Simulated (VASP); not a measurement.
The system is SnTe.

```xyz
2
Lattice="0.0000 3.2126 3.2126 3.2126 0.0000 3.2126 3.2126 3.2126 0.0000" Properties=species:S:1:pos:R:3 pbc="T T T"
Te    3.2126    3.2126    3.2126
Sn    0.0000    0.0000    0.0000
```

Base run:

```yaml
Program: VASP 6.6.1
Functional: PBEsol
Dispersion: D3(BJ)
Potentials_or_basis: VASP PAW PBE potentials, release 64 (Te, Sn_d)
Cutoff: 520 eV
k_mesh: 7 × 7 × 7
Occupations: fermi-dirac, width 0.05 eV
Spin: no spin polarisation
```

Its results: pressure -4.4 GPa.

Question: The run is repeated on the same cell with these changes: functional from PBEsol to revPBE. What comes out?

Answer: Pressure -2.8 GPa.

revPBE binds less tightly than PBEsol, so the same cell stands under more pressure.

Caveats: the PAW data sets were made with another functional, which shifts forces and pressure a little.
